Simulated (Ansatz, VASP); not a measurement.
## V: VASP beside Ansatz

```
CELL_PARAMETERS angstrom
-1.47956 1.47956 1.47956
1.47956 -1.47956 1.47956
1.47956 1.47956 -1.47956
ATOMIC_POSITIONS crystal
V 0.00000 0.00000 0.00000
```

Alike in both runs: functional PBEsol; k mesh 20 × 20 × 20; occupations gaussian, width 0.1 eV; no spin polarisation.

Ansatz relaxed the structure, and its values are those at the end. VASP's run is a single point on that final structure, the one shown.

```csv
,VASP,Ansatz
version,VASP 6.6.1,Ansatz 0.2.0
potentials or method,"VASP PAW PBE potentials, release 64 (V_sv), cutoff 520 eV","scalar-relativistic, plane waves, PAW"
valence electrons in the cell,13,13
```

Ansatz gave:

```
gap on the k mesh at the Fermi level (eV) : none
pressure (GPa)                            : 0.0
```

Which values does VASP return?

gap on the k mesh at the Fermi level (eV): none; pressure (GPa): 0.3.

VASP's potentials were made for PBE, not for PBEsol, and Ansatz warns of the same on its side. A gap of «none» marks a metal or a gap that the smearing closes.
